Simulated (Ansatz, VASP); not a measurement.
## Ag in VASP and in Ansatz

Contents of POSCAR:

```
Ag
1.0
    0.0000000000      2.0524154032      2.0524154032
    2.0524154032      0.0000000000      2.0524154032
    2.0524154032      2.0524154032      0.0000000000
Ag
1
Direct
    0.0000000000      0.0000000000      0.0000000000
```

Contents of INCAR.step1:

```
ALGO     = Normal         # electronic algorithm
EDIFF    = 1E-4           # SCF threshold, eV
ENCUT    = 520            # plane-wave cutoff, eV
GGA      = PE             # functional
ISMEAR   = -1             # smearing method
LASPH    = True           # aspherical terms in the spheres
LCHARG   = False          # write CHGCAR
LREAL    = False          # projectors in reciprocal space
LWAVE    = True           # write WAVECAR
NBANDS   = 12             # bands
NELM     = 80             # most SCF steps
PREC     = Accurate       # precision mode
SIGMA    = 0.1            # smearing width, eV
```

File INCAR.step2:

```
ALGO     = Normal         # electronic algorithm
EDIFF    = 1E-6           # SCF threshold, eV
ENCUT    = 520            # plane-wave cutoff, eV
ISIF     = 2              # what is computed and relaxed
ISMEAR   = -1             # smearing method
ISTART   = 1            
LASPH    = True           # aspherical terms in the spheres
LCHARG   = True           # write CHGCAR
LELF     = True           # ELF
LMIXTAU  = True         
LREAL    = False          # projectors in reciprocal space
LVHAR    = True         
LWAVE    = False          # write WAVECAR
METAGGA  = R2SCAN         # meta-GGA
NBANDS   = 12             # bands
NELM     = 80             # most SCF steps
PREC     = Accurate       # precision mode
SIGMA    = 0.1            # smearing width, eV
```

The input KPOINTS:

```
k-points
0
Gamma
  18 18 18
```

Input for Ansatz:

```yaml
crystal:
  lattice:
    - [0.0, 2.0524154032, 2.0524154032]
    - [2.0524154032, 0.0, 2.0524154032]
    - [2.0524154032, 2.0524154032, 0.0]
  atoms:
    - { symbol: Ag, position: [0.0, 0.0, 0.0] }
kpoints:
  mp_grid: { grid: [18, 18, 18] }
  band_path:
    path:
      - [0.0, 0.0, 0.0]
      - [0.5, 0.0, 0.5]
      - [0.625, 0.25, 0.625]
      - [0.375, 0.375, 0.75]
      - [0.0, 0.0, 0.0]
      - [0.5, 0.5, 0.5]
      - [0.5, 0.25, 0.75]
      - [0.5, 0.0, 0.5]
    npoints: 8
scf:
  occupations: { method: fermi_dirac, width: 0.1 }
hamiltonian:
  xc: r2scan
  pseudopotentials: { kind: paw }
output:
  forces: true
  stress: true
  eigenvalues: true
  populations: true
  dos: { projected: true, de: 0.2, e_range: [-14, 8] }
  write_density: true
  write_potential: true
  elf: true
  volumetric_format: npy
```

Change from the starting cell: volume scaled by 1, PAW files.

Alike in both runs: task single point; functional r2SCAN; k mesh 18 × 18 × 18; occupations fermi-dirac, width 0.1 eV; no spin polarisation.

```csv
,VASP,Ansatz
version,VASP 6.6.1,Ansatz 0.2.0
potentials or method,"VASP PAW PBE potentials, release 64 (Ag)","PAW with Ansatz's default frozen-core files, scalar-relativistic"
plane-wave cutoff (eV),520,500
valence electrons in the cell,11,19
```

VASP gave:

```
pressure (GPa) : 0.1
```

Task: Estimate Ansatz's values.

Result: Pressure (GPa): 0.0.

VASP's potentials were made for PBE, not for r2SCAN. The functional is the same, so the differences come from potentials, cutoffs and numerics. VASP's potentials hold 11 valence electrons a cell and Ansatz's 19, so a difference there can come from the potentials and not from the codes.
